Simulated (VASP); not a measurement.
# V4O in VASP: further runs

The runs below take V4O through single point, with PBE.

All numbers are computed with VASP 6.6.1; they aren't measurements. Logs are shortened: lines on timing, memory, paths and dates and some standing lists are left out, and cuts for length are marked.

## (1) The cell of the first run

The cell holds a slab with vacuum, 5 atoms: a = 2.997 Å, b = 2.997 Å, c = 21.333 Å, α = 90.00°, β = 90.00°, γ = 90.00°.

## (2) Single point, PBE

The input, INCAR:

```
SYSTEM = V4O
PREC     = Accurate       ! precision mode
ENCUT    = 520            ! plane-wave cutoff, eV
EDIFF    = 1E-7           ! SCF threshold, eV
ISMEAR   = 0              ! smearing method
SIGMA    = 0.1            ! smearing width, eV
LREAL    = .False.        ! projectors in reciprocal space
LASPH    = .True.         ! aspherical terms in the spheres
NELM     = 100            ! most SCF steps
ALGO     = Normal         ! electronic algorithm
ISIF     = 2              ! what is computed and relaxed
LWAVE    = .False.        ! write WAVECAR
LCHARG   = .True.         ! write CHGCAR
LDIPOL   = .True.       
IDIPOL   = 3            
DIPOL    = 0.5 0.5 0.341
GGA      = PE             ! functional
LELF     = .True.         ! ELF
LVHAR    = .True.       
LVACPOTAV= .True.       
NBANDS   = 37             ! bands
```

The input, KPOINTS:

```
Automatic mesh
0
Gamma
  9 9 1
  0 0 0
```

The input, POSCAR:

```
V4O
1.0
    2.9971751491      0.0000000000      0.0000000000
    0.0000000000      2.9971751491      0.0000000000
    0.0000000000      0.0000000000     21.3333819395
V O
4 1
Direct
    0.5000000000      0.5000000000      0.1874995728
    0.0000000000      0.0000000000      0.2577457053
    0.5000000000      0.5000000000      0.3267158760
    0.0000000000      0.0000000000      0.3906263884
    0.1250000000      0.1250000000      0.5429697913
```

Potentials or basis: VASP PAW PBE potentials, release 64 (V_sv, O).

Run with:

```sh
$ cat potpaw_PBE.64/V_sv/POTCAR potpaw_PBE.64/O/POTCAR > POTCAR
$ mpirun -np 1 vasp_std > vasp.out
```

OUTCAR:

```text
SYSTEM = V4O
   PREC = Accurate
   ENCUT = 520
   EDIFF = 1E-7
   ISMEAR = 0
   LREAL = .False.
   LASPH = .True.
   NELM = 100
   ISIF = 2
   GGA = PE

 ion  position               nearest neighbor table
   1  0.500  0.500  0.187-   2 2.60   2 2.60   2 2.60   2 2.60
   2  0.000  0.000  0.258-   3 2.58   3 2.58   3 2.58   3 2.58   1 2.60   1 2.60   1 2.60   1 2.60
                             4 2.83
   3  0.500  0.500  0.327-   4 2.52   4 2.52   4 2.52   4 2.52   2 2.58   2 2.58   2 2.58   2 2.58

   4  0.000  0.000  0.391-   3 2.52   3 2.52   3 2.52   3 2.52   2 2.83
   5  0.125  0.125  0.543-

  LATTYP: Found a simple tetragonal cell.
 ALAT       =     2.9971751491
 C/A-ratio  =     7.1178295823

  Lattice vectors:

 A1 = (   2.9971751491,   0.0000000000,   0.0000000000)
 A2 = (   0.0000000000,   2.9971751491,   0.0000000000)
 A3 = (   0.0000000000,   0.0000000000,  21.3333819395)

Analysis of symmetry for initial positions (statically):
=====================================================================
 Subroutine PRICEL returns:
 Original cell was already a primitive cell.

 Routine SETGRP: Setting up the symmetry group for a
 simple tetragonal supercell.

 Subroutine GETGRP returns: Found  2 space group operations
 (whereof  2 operations were pure point group operations)
 out of a pool of 16 trial point group operations.

The static configuration has the point symmetry C_1h.

Analysis of symmetry for dynamics (positions and initial velocities):
=====================================================================
 Subroutine PRICEL returns:
 Original cell was already a primitive cell.

 Routine SETGRP: Setting up the symmetry group for a
 simple tetragonal supercell.

 Subroutine GETGRP returns: Found  2 space group operations
 (whereof  2 operations were pure point group operations)
 out of a pool of 16 trial point group operations.

The dynamic configuration has the point symmetry C_1h.

 Subroutine INISYM returns: Found  2 space group operations
 (whereof  2 operations are pure point group operations),
 and found     1 'primitive' translations

----------------------------------------------------------------------------------------

                                     Primitive cell

  volume of cell :     191.6390
[... 92 lines left out ...]
   ENCUT  =  520.0 eV  38.22 Ry    6.18 a.u.   5.57  5.57 39.67*2*pi/ulx,y,z
   NELM   =    100;   NELMIN=  2; NELMDL= -5     # of ELM steps
   EDIFF  = 0.1E-06   stopping-criterion for ELM
   LREAL  =      F    real-space projection
   EDIFFG = 0.1E-05   stopping-criterion for IOM
   NSW    =      0    number of steps for IOM
   IBRION =     -1    ionic relax: 0-MD 1-quasi-New 2-CG
   NFREE  =      0    steps in history (QN), initial steepest desc. (CG)
   ISIF   =      2    stress and relaxation
   ISYM   =      2    0-nonsym 1-usesym 2-fastsym
   POTIM  = 0.5000    time-step for ionic-motion
   TEBEG  =    0.0;   TEEND  =   0.0 temperature during run
   PSTRESS=    0.0 pullay stress
   NELECT =      58.0000    total number of electrons
   NUPDOWN=      -1.0000    fix difference up-down
   EMIN   =  10.00;   EMAX   =-10.00  energy-range for DOS
   EFERMI =   0.00;   METHOD = LEGACY
   ISMEAR =     0;   SIGMA  =   0.10  broadening in eV -4-tet -1-fermi 0-gaus
   EFERMI_NEDOS =   21; number of points for ismear=-14 and -15
   IALGO  =     38    algorithm
   IMIX   =      4    mixing-type and parameters
     AMIX     =   0.40;   BMIX     =  1.00
     AMIX_MAG =   1.60;   BMIX_MAG =  1.00
  volume/ion in A,a.u.               =      38.33       258.65
  Fermi-wavevector in a.u.,A,eV,Ry     =   1.099148  2.077089 16.437557  1.208126
  Thomas-Fermi vector in A             =   2.235538
   LORBIT       =      0    0 simple, 1 ext, 2 COOP (PROOUT), +10 PAW based schemes
   GGA     = PE    functional components
   LHFCALC =     F    Hartree Fock is set to
   AEXX    =    0.0000 exact exchange contribution
   IVDW    =     0    specifies the selected vdW correction
   LEPSILON=     F    determine dielectric tensor
   LRPA    =     F    only Hartree local field effects (RPA)
 non-spin polarized calculation
 Gauss-broadening in eV      SIGMA  =   0.10
  energy-cutoff  :      520.00
  volume of cell :      191.64
 maximum number of plane-waves:      5215
 NGX is ok and might be reduce to    24
   NGX = 11   NGY = 11   NGZ = 79

 dipolmoment           0.000000      0.000000     -0.020404 electrons x Angstroem

 number of electron      57.9999986 magnetization

 dipolmoment           0.000000      0.000000      0.274564 electrons x Angstroem

 Free energy of the ion-electron system (eV)
  ---------------------------------------------------
  ext. energy  EPLUGINS =         0.00000000
  ---------------------------------------------------
  free energy    TOTEN  =       -34.89836919 eV

  energy without entropy =      -34.84398852  energy(sigma->0) =      -34.87117885

 E-fermi :  -1.3950     XC(G=0):  -5.4349

 val. band max:       -1.4178699892   @ k =   0.4444   0.0000   0.0000
 cond. band min:      -1.3886635372   @ k =   0.0000   0.0000   0.0000
 fundamental gap:      0.0292064521
 Fermi energy:        -1.3950216224

 k-point     1 :       0.0000    0.0000    0.0000
  band No.  band energies     occupation
      1     -65.7256      2.00000
      2     -65.7100      2.00000
      3     -65.2660      2.00000
      4     -65.0197      2.00000
      5     -39.6772      2.00000
      6     -39.6161      2.00000
[... 949 lines left out ...]
     36       0.8959      0.00000
     37       0.9277      0.00000

 [... further k-points ...]
[... 5 lines left out ...]
  --------------------------------------------------------------------------------------
  -------------------------------------------------------------------------------------
  Total       -4.9016644     -4.9016644     -4.0184550      0.0092435     -0.0902017     -0.0902017
  in kB      -40.9798349    -40.9798349    -33.5958580      0.0772794     -0.7541216     -0.7541218
  external PRESSURE =     -38.5185093 kB  Pullay stress =       0.0000000 kB

 VOLUME and BASIS-vectors are now :
 -----------------------------------------------------------------------------
  energy-cutoff  :      520.00
  volume of cell :      191.64
      direct lattice vectors                 reciprocal lattice vectors
     2.997175149  0.000000000  0.000000000     0.333647501  0.000000000  0.000000000
     0.000000000  2.997175149  0.000000000     0.000000000  0.333647501  0.000000000
     0.000000000  0.000000000 21.333381940     0.000000000  0.000000000  0.046874893

 POSITION                                       TOTAL-FORCE (eV/Angst)
 -----------------------------------------------------------------------------------
      1.49859      1.49859      4.00000        -0.000547     -0.000547      0.563543
      0.00000      0.00000      5.49859         0.004026      0.004026     -0.641271
      1.49859      1.49859      6.96995        -0.026039     -0.026039     -0.250491
      0.00000      0.00000      8.33338         0.058420      0.058420      1.475475
      0.37465      0.37465     11.58338        -0.035860     -0.035860     -1.147256
 -----------------------------------------------------------------------------------
    total drift:                                0.000001      0.000001     -0.001035

  FREE ENERGIE OF THE ION-ELECTRON SYSTEM (eV)
  ---------------------------------------------------
  free  energy   TOTEN  =       -34.8983691861 eV

  energy  without entropy=      -34.8439885224  energy(sigma->0) =      -34.87117885

 vacuum level on the upper side and lower side of the slab         8.064         2.533
```

Wall time 12 min (1 thread of Oxide Virtual Turin-like, shared host); peak memory 0.33 GiB.

What came out:

```yaml
Free_energy: -34.8984 eV
Largest_force: 1.478 eV/Å
Band_gap_on_the_k_mesh: zero (bands 29 and 30 overlap by 0.34 eV)
```

Forces on the atoms (eV/Å):
```
V   -0.001 -0.001  0.564
V    0.004  0.004 -0.641
V   -0.026 -0.026 -0.250
V    0.058  0.058  1.475
O   -0.036 -0.036 -1.147
```

Caveat: the run has no spin polarisation, though such a crystal can be magnetic.

## (3) Single point, PBE

The input, INCAR:

```
PREC     = Accurate       # precision mode
ENCUT    = 520            # plane-wave cutoff, eV
EDIFF    = 1E-7           # SCF threshold, eV
ISMEAR   = 0              # smearing method
SIGMA    = 0.1            # smearing width, eV
LREAL    = False          # projectors in reciprocal space
LASPH    = True           # aspherical terms in the spheres
NELM     = 80             # most SCF steps
ALGO     = Normal         # electronic algorithm
ISIF     = 2              # what is computed and relaxed
LWAVE    = False          # write WAVECAR
LCHARG   = False          # write CHGCAR
LDIPOL   = True         
IDIPOL   = 3            
DIPOL    = 0.5 0.5 0.328
GGA      = PE             # functional
NBANDS   = 37             # bands
```

The input, KPOINTS:

```
regular mesh
0
Gamma
  9 9 1
```

Edit POSCAR of step 2 so:

```diff
@@ -12,2 +12,2 @@
     0.0000000000      0.0000000000      0.3906263884
-    0.1250000000      0.1250000000      0.5429697913
+    0.2500000000      0.2500000000      0.4778136898
```

Potentials or basis: VASP PAW PBE potentials, release 64 (V_sv, O).

Run with:

```sh
$ cat potpaw_PBE.64/V_sv/POTCAR potpaw_PBE.64/O/POTCAR > POTCAR
$ mpirun -np 1 vasp_std > vasp.out
```

Run time: 9.7 min. Hardware: 1 thread of Oxide Virtual Turin-like, shared host; peak memory 0.33 GiB.

It converged, with:

```
Free energy            : -38.5200 eV
Largest force          : 6.171 eV/Å
Band gap on the k mesh : zero (bands 29 and 30 overlap by 0.47 eV)
```

Forces on the atoms (eV/Å):
```
V    0.025  0.025  0.731
V    0.029  0.029 -0.715
V   -0.306 -0.306 -1.077
V    1.243  1.243  5.915
O   -0.992 -0.992 -4.854
```

Levels at points of the mesh, in eV from the Fermi level:
| k point | band 27 | band 28 | band 29 | band 30 | band 31 | band 32 |
| --- | --- | --- | --- | --- | --- | --- |
| (0.00, 0.00, 0.00) | 0.09 | 0.16 | 0.17 | 0.25 | 0.28 | 0.48 |

Caveat: the run has no spin polarisation, though such a crystal can be magnetic.

## (4) Single point, PBE

The input, INCAR:

```
SYSTEM = V4O
PREC = Accurate
ENCUT = 520
EDIFF = 1E-6
ISMEAR = 0
SIGMA = 0.1
LREAL = .FALSE.
LASPH = .TRUE.
NELM = 100
ALGO = Normal
ISIF = 2
LWAVE = .FALSE.
LCHARG = .TRUE.
LDIPOL = .TRUE.
IDIPOL = 3
DIPOL = 0.5 0.5 0.336
GGA = PE
LELF = .TRUE.
LVHAR = .TRUE.
LVACPOTAV = .TRUE.
NBANDS = 37
```

The input, KPOINTS:

```
regular mesh
0
G
  9 9 1
  0 0 0
```

Edit POSCAR of step 3 so:

```diff
@@ -12,2 +12,2 @@
     0.0000000000      0.0000000000      0.3906263884
-    0.2500000000      0.2500000000      0.4778136898
+    0.2500000000      0.2500000000      0.5195323447
```

Run with:

```sh
$ cat potpaw_PBE.64/V_sv/POTCAR potpaw_PBE.64/O/POTCAR > POTCAR
$ mpirun -np 1 vasp_std > vasp.out
```

It took 9.5 min on 1 thread of Oxide Virtual Turin-like, shared host; peak memory 0.33 GiB.

The run converged. Its results:

```yaml
Free_energy: -35.5910 eV
Largest_force: 2.540 eV/Å
Band_gap_on_the_k_mesh: zero (bands 29 and 30 overlap by 0.54 eV)
```

Forces in eV/Å, atoms in the order of the input:
```
V   -0.002 -0.002  0.573
V    0.010  0.010 -0.638
V   -0.076 -0.076 -0.517
V    0.269  0.269  2.511
O   -0.201 -0.201 -1.929
```

Levels at points of the mesh, in eV from the Fermi level:
```
           k point  band 27  band 28  band 29  band 30  band 31  band 32
(0.00, 0.00, 0.00)     0.16     0.16     0.21     0.26     0.27     0.32
```

Caveat: the run has no spin polarisation, though such a crystal can be magnetic.

## (5) Overview

| cell | gap on the mesh (eV) | largest force (eV/Å) |
| --- | --- | --- |
| as given, atomic positions A | none | 1.48 |
| as given, atomic positions B | none | 6.17 |
| as given, atomic positions C | none | 2.54 |

Alike in all rows: task single point; level PBE; potentials or basis VASP PAW PBE potentials, release 64 (V_sv, O); no spin polarisation; k mesh 9 × 9 × 1; cutoff (eV) 520; smearing gaussian 0.1 eV.

Caveats: the run has no spin polarisation, though such a crystal can be magnetic.

Total energies depend on the potentials used, so only differences within one code and one set of settings carry meaning.
